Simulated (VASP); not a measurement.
# Ge (P-6m2) in VASP: single point with r2SCAN

Aim: the single point of Ge with r2SCAN.

Program: VASP 6.6.1. These are calculated values, not measurements. Logs are shortened: lines on timing, memory, paths and dates and some standing lists are left out, and cuts for length are marked.

**1. The cell of the first run**

Symmetry: P-6m2, No. 187, hexagonal system. The conventional cell has a = 4.003 Å, b = 4.003 Å, c = 13.003 Å, α = 90.00°, β = 90.00°, γ = 120.00°. Within 3.2 Å of Ge (site symmetry 3m) lie 4 Ge at 2.45 Å. Within 3.2 Å of Ge (site symmetry 3m) lie 4 Ge at 2.45 Å. Ge (site symmetry 3m) has 4 Ge at 2.33 to 2.45 Å within 3.1 Å. Within 3.2 Å of Ge (site symmetry 3m) lie 4 Ge at 2.45 to 2.48 Å.

**2. Single point, r2SCAN (the distance across one plane changed)**

POSCAR

```
Ge
1.0
   -4.0034553964      0.0000000000      0.0000000000
   -2.0017276982     -3.4670940762      0.0000000000
    0.0000000000      0.0000000000     13.0026505051
Ge
8
Direct
    0.0000000000      1.0000000000      0.1586457990
    0.0000000000      0.0000000000      0.3471222557
    0.0000000000      0.0000000000      0.6644138538
    0.0000000000      1.0000000000      0.8528903105
    0.3333333333      0.3333333333      0.0952020562
    0.6666666667      0.6666666667      0.4105659986
    0.6666666667      0.6666666667      0.6009701109
    0.3333333333      0.3333333333      0.9163340533
```

INCAR.step1

```
SYSTEM = Ge
  ALGO = Normal
  EDIFF = 1E-4
  ENCUT = 520
  GGA = PE
  ISMEAR = 0
  LASPH = .TRUE.
  LCHARG = .FALSE.
  LREAL = .FALSE.
  LWAVE = .TRUE.
  NBANDS = 66
  NELM = 80
  PREC = Accurate
  SIGMA = 0.03
```

INCAR.step2

```
SYSTEM = Ge
  ALGO = Normal
  EDIFF = 1E-7
  ENCUT = 520
  ISIF = 2
  ISMEAR = 0
  ISTART = 1
  LASPH = .TRUE.
  LCHARG = .TRUE.
  LELF = .TRUE.
  LMIXTAU = .TRUE.
  LREAL = .FALSE.
  LVHAR = .TRUE.
  LWAVE = .FALSE.
  METAGGA = R2SCAN
  NBANDS = 66
  NELM = 80
  PREC = Accurate
  SIGMA = 0.03
```

KPOINTS

```
k-points
0
G
  10 10 3
  0 0 0
```

Potentials or basis: VASP PAW PBE potentials, release 64 (Ge_d).

The run is started by

```
$ cat potpaw_PBE.64/Ge_d/POTCAR > POTCAR
$ cp INCAR.step1 INCAR
$ mpirun -np 1 vasp_std > vasp.out
$ cp INCAR.step2 INCAR
$ mpirun -np 1 vasp_std > vasp.out
```

OUTCAR:

```text
SYSTEM = Ge
   EDIFF = 1E-7
   ENCUT = 520
   ISIF = 2
   ISMEAR = 0
   ISTART = 1
   LASPH = .TRUE.
   LREAL = .FALSE.
   METAGGA = R2SCAN
   NELM = 80
   PREC = Accurate

 ion  position               nearest neighbor table
   1  0.000  0.000  0.159-   2 2.45   5 2.45   5 2.45   5 2.45
   2  0.000  0.000  0.347-   1 2.45   6 2.45   6 2.45   6 2.45
   3  0.000  0.000  0.664-   4 2.45   7 2.45   7 2.45   7 2.45
   4  0.000  0.000  0.853-   3 2.45   8 2.45   8 2.45   8 2.45
   5  0.333  0.333  0.095-   8 2.33   1 2.45   1 2.45   1 2.45
   6  0.667  0.667  0.411-   2 2.45   2 2.45   2 2.45   7 2.48
   7  0.667  0.667  0.601-   3 2.45   3 2.45   3 2.45   6 2.48
   8  0.333  0.333  0.916-   5 2.33   4 2.45   4 2.45   4 2.45

  LATTYP: Found a hexagonal cell.
 ALAT       =     4.0034553964
 C/A-ratio  =     3.2478569680

  Lattice vectors:

 A1 = (   2.0017276982,   3.4670940762,   0.0000000000)
 A2 = (  -4.0034553964,   0.0000000000,   0.0000000000)
 A3 = (   0.0000000000,   0.0000000000,  13.0026505051)

Analysis of symmetry for initial positions (statically):
=====================================================================
 Subroutine PRICEL returns:
 Original cell was already a primitive cell.

 Routine SETGRP: Setting up the symmetry group for a
 hexagonal supercell.

 Subroutine GETGRP returns: Found 12 space group operations
 (whereof  6 operations were pure point group operations)
 out of a pool of 24 trial point group operations.

The static configuration has the point symmetry C_3v.
 The point group associated with its full space group is D_3h.

Analysis of symmetry for dynamics (positions and initial velocities):
=====================================================================
 Subroutine PRICEL returns:
 Original cell was already a primitive cell.

 Routine SETGRP: Setting up the symmetry group for a
 hexagonal supercell.

 Subroutine GETGRP returns: Found 12 space group operations
 (whereof  6 operations were pure point group operations)
 out of a pool of 24 trial point group operations.

The dynamic configuration has the point symmetry C_3v.
 The point group associated with its full space group is D_3h.

 Subroutine INISYM returns: Found 12 space group operations
 (whereof  6 operations are pure point group operations),
 and found     1 'primitive' translations

----------------------------------------------------------------------------------------

                                     Primitive cell

  volume of cell :     180.4814

  direct lattice vectors                    reciprocal lattice vectors
    -4.003455396  0.000000000  0.000000000    -0.249784224  0.144212989  0.000000000
    -2.001727698 -3.467094076  0.000000000     0.000000000 -0.288425978  0.000000000
     0.000000000  0.000000000 13.002650505     0.000000000  0.000000000  0.076907397

  length of vectors
     4.003455396  4.003455396 13.002650505     0.288425978  0.288425978  0.076907397

  position of ions in fractional coordinates (direct lattice)
     0.000000000  0.000000000  0.158645799
     0.000000000  0.000000000  0.347122256
     0.000000000  0.000000000  0.664413854
     0.000000000  0.000000000  0.852890311
     0.333333333  0.333333333  0.095202056
     0.666666667  0.666666667  0.410565999
     0.666666667  0.666666667  0.600970111
     0.333333333  0.333333333  0.916334053

  ion indices of the primitive-cell ions
   primitive index   ion index
                 1           1
                 2           2
                 3           3
                 4           4
                 5           5
                 6           6
                 7           7
                 8           8

----------------------------------------------------------------------------------------

 KPOINTS: k-points

Automatic generation of k-mesh.
 Grid dimensions read from file:
 generate k-points for:   10   10    3

 Generating k-lattice:

  Cartesian coordinates                     Fractional coordinates (reciprocal lattice)
    -0.024978422  0.014421299  0.000000000     0.100000000  0.000000000  0.000000000
     0.000000000 -0.028842598  0.000000000     0.000000000  0.100000000  0.000000000
     0.000000000  0.000000000  0.025635799     0.000000000  0.000000000  0.333333333

  Length of vectors
     0.028842598  0.028842598  0.025635799

  Shift w.r.t. Gamma in fractional coordinates (k-lattice)
     0.000000000  0.000000000  0.000000000

 Subroutine IBZKPT returns following result:
 ===========================================

 Found     28 irreducible k-points:

 Following reciprocal coordinates:
            Coordinates               Weight
  0.000000  0.000000  0.000000      1.000000
  0.100000  0.000000  0.000000      6.000000
  0.200000  0.000000  0.000000      6.000000
  0.300000  0.000000  0.000000      6.000000
  0.400000  0.000000  0.000000      6.000000
  0.500000  0.000000  0.000000      3.000000
[... 16 lines left out ...]
  0.400000  0.100000  0.333333     24.000000
  0.500000  0.100000  0.333333     24.000000
 [... further k-points ...]
   k-points           NKPTS =     28   k-points in BZ     NKDIM =     28   number of bands    NBANDS=     66
   number of dos      NEDOS =    301   number of ions     NIONS =      8
   total plane-waves  NPLWV =  88200
   dimension x,y,z NGX =    30 NGY =   30 NGZ =   98
   dimension x,y,z NGXF=    60 NGYF=   60 NGZF=  196
   ions per type =               8
   NGX,Y,Z   is equivalent  to a cutoff of  12.46, 12.46, 12.53 a.u.
   NGXF,Y,Z  is equivalent  to a cutoff of  24.92, 24.92, 25.06 a.u.
 SYSTEM =  Ge
   PREC   = accura    normal or accurate (medium, high low for compatibility)
   ISTART =      1    job   : 0-new  1-cont  2-samecut
   ICHARG =      0    charge: 1-file 2-atom 10-const
   ISPIN  =      1    spin polarized calculation?
   LNONCOLLINEAR =      F non collinear calculations
   LSORBIT =      F    spin-orbit coupling
   LASPH  =      T    aspherical Exc in radial PAW
   ENCUT  =  520.0 eV  38.22 Ry    6.18 a.u.   7.44  7.44 24.18*2*pi/ulx,y,z
   NELM   =     80;   NELMIN=  2; NELMDL=  0     # of ELM steps
   EDIFF  = 0.1E-06   stopping-criterion for ELM
   LREAL  =      F    real-space projection
   EDIFFG = 0.1E-05   stopping-criterion for IOM
   NSW    =      0    number of steps for IOM
   IBRION =     -1    ionic relax: 0-MD 1-quasi-New 2-CG
   NFREE  =      0    steps in history (QN), initial steepest desc. (CG)
   ISIF   =      2    stress and relaxation
   ISYM   =      2    0-nonsym 1-usesym 2-fastsym
   POTIM  = 0.5000    time-step for ionic-motion
   TEBEG  =    0.0;   TEEND  =   0.0 temperature during run
   PSTRESS=    0.0 pullay stress
   NELECT =     112.0000    total number of electrons
   NUPDOWN=      -1.0000    fix difference up-down
   EMIN   =  10.00;   EMAX   =-10.00  energy-range for DOS
   EFERMI =   0.00;   METHOD = LEGACY
   ISMEAR =     0;   SIGMA  =   0.03  broadening in eV -4-tet -1-fermi 0-gaus
   EFERMI_NEDOS =   21; number of points for ismear=-14 and -15
   IALGO  =     38    algorithm
   IMIX   =      4    mixing-type and parameters
     AMIX     =   0.40;   BMIX     =  1.00
     AMIX_MAG =   1.60;   BMIX_MAG =  1.00
  volume/ion in A,a.u.               =      22.56       152.24
  Fermi-wavevector in a.u.,A,eV,Ry     =   1.396379  2.638774 26.529654  1.949875
  Thomas-Fermi vector in A             =   2.519739
   LORBIT       =      0    0 simple, 1 ext, 2 COOP (PROOUT), +10 PAW based schemes
   METAGGA = R2SCAN    functional components
   LHFCALC =     F    Hartree Fock is set to
   AEXX    =    0.0000 exact exchange contribution
   IVDW    =     0    specifies the selected vdW correction
   LEPSILON=     F    determine dielectric tensor
   LRPA    =     F    only Hartree local field effects (RPA)
 non-spin polarized calculation
 Gauss-broadening in eV      SIGMA  =   0.03
  energy-cutoff  :      520.00
  volume of cell :      180.48
 maximum number of plane-waves:      4903
 NGX is ok and might be reduce to    30
   NGX = 15   NGY = 15   NGZ = 49

 number of electron     112.0000086 magnetization

 Free energy of the ion-electron system (eV)
  ---------------------------------------------------
  ext. energy  EPLUGINS =         0.00000000
  ---------------------------------------------------
  free energy    TOTEN  =      -110.81028662 eV

  energy without entropy =     -110.81028661  energy(sigma->0) =     -110.81028662

 E-fermi :   5.0513     XC(G=0): -10.8342

 val. band max:        4.9549199577   @ k =   0.0000   0.0000   0.0000
 cond. band min:       5.1445458900   @ k =   0.0000   0.0000   0.0000
 fundamental gap:      0.1896259323
 Fermi energy:         5.0512713197

 k-point     1 :       0.0000    0.0000    0.0000
  band No.  band energies     occupation
      1     -20.7660      2.00000
      2     -20.7270      2.00000
      3     -20.7269      2.00000
      4     -20.6921      2.00000
      5     -20.6921      2.00000
      6     -20.6738      2.00000
[... 58 lines left out ...]
     65       8.2377      0.00000
     66       8.9073      0.00000

 k-point     2 :       0.1000    0.0000    0.0000
  band No.  band energies     occupation
      1     -20.7711      2.00000
      2     -20.7288      2.00000
      3     -20.7255      2.00000
      4     -20.6950      2.00000
      5     -20.6945      2.00000
      6     -20.6772      2.00000
[... 58 lines left out ...]
     65       8.6792      0.00000
     66       8.7641      0.00000

 k-point     3 :       0.2000    0.0000    0.0000
  band No.  band energies     occupation
      1     -20.7803      2.00000
      2     -20.7321      2.00000
      3     -20.7247      2.00000
      4     -20.7007      2.00000
      5     -20.6982      2.00000
      6     -20.6823      2.00000
[... 1438 lines left out ...]
     65       9.4758      0.00000
     66      10.5444      0.00000

 k-point    24 :       0.5000    0.1000    0.3333
  band No.  band energies     occupation
      1     -20.7933      2.00000
      2     -20.7395      2.00000
      3     -20.7259      2.00000
      4     -20.7159      2.00000
      5     -20.7012      2.00000
      6     -20.6863      2.00000
[... 58 lines left out ...]
     65       9.1981      0.00000
     66      10.2793      0.00000

 [... further k-points ...]

------------------------ aborting loop because EDIFF is reached ----------------------------------------

  FORCE on cell =-STRESS in cart. coord.  units (eV):
  Direction    XX          YY          ZZ          XY          YZ          ZX
  --------------------------------------------------------------------------------------
  -------------------------------------------------------------------------------------
  Total        0.0124966      0.0124966      3.6733767      0.0000000      0.0000000      0.0000000
  in kB        0.1109350      0.1109350     32.6094549      0.0000000      0.0000000      0.0000000
  external PRESSURE =      10.9437750 kB  Pullay stress =       0.0000000 kB

 VOLUME and BASIS-vectors are now :
 -----------------------------------------------------------------------------
  energy-cutoff  :      520.00
  volume of cell :      180.48
      direct lattice vectors                 reciprocal lattice vectors
    -4.003455396  0.000000000  0.000000000    -0.249784224  0.144212989  0.000000000
    -2.001727698 -3.467094076  0.000000000     0.000000000 -0.288425978  0.000000000
     0.000000000  0.000000000 13.002650505     0.000000000  0.000000000  0.076907397

 POSITION                                       TOTAL-FORCE (eV/Angst)
 -----------------------------------------------------------------------------------
      0.00000      0.00000      2.06282        -0.000000     -0.000000      0.168254
      0.00000      0.00000      4.51351         0.000000      0.000000     -0.011737
      0.00000      0.00000      8.63914         0.000000      0.000000      0.011737
      0.00000      0.00000     11.08983        -0.000000     -0.000000     -0.168254
     -2.00173     -1.15570      1.23788         0.000000     -0.000000      1.324433
     -4.00346     -2.31140      5.33845        -0.000000      0.000000      0.003473
     -4.00346     -2.31140      7.81420         0.000000      0.000000     -0.003473
     -2.00173     -1.15570     11.91477         0.000000     -0.000000     -1.324433
 -----------------------------------------------------------------------------------
    total drift:                                0.000001      0.000000      0.000231

  FREE ENERGIE OF THE ION-ELECTRON SYSTEM (eV)
  ---------------------------------------------------
  free  energy   TOTEN  =      -110.8102866220 eV

  energy  without entropy=     -110.8102866147  energy(sigma->0) =     -110.81028662
```

Wall time 20 min (1 thread of Intel Xeon Platinum 8488C (Sapphire Rapids), shared host); peak memory 0.44 GiB.

What came out:

- Free energy: -110.8103 eV
- Pressure: 1.1 GPa
- Largest force: 1.324 eV/Å
- Band gap on the k mesh: 0.19 eV

Forces in eV/Å, atoms in the order of the input:
```
Ge   0.000  0.000  0.168
Ge   0.000  0.000 -0.012
Ge   0.000  0.000  0.012
Ge   0.000  0.000 -0.168
Ge   0.000  0.000  1.324
Ge   0.000  0.000  0.003
Ge   0.000  0.000 -0.003
Ge   0.000  0.000 -1.324
```

Levels at points of the mesh, in eV from the valence-band top:
```csv
k point,band 54,band 55,band 56,band 57,band 58,band 59
"(0.00, 0.00, 0.00)",-0.28,0.00,0.00,0.19,0.39,0.66
"(0.50, 0.00, 0.00)",-2.53,-2.05,-1.56,0.45,0.53,0.70
```

Caveat: the cell differs from its parent crystal (the distance across one plane changed); semilocal functionals underestimate gaps, and a narrow one can read as zero; the PAW data sets were made with another functional, which shifts forces and pressure a little. A k mesh can miss the band edges.
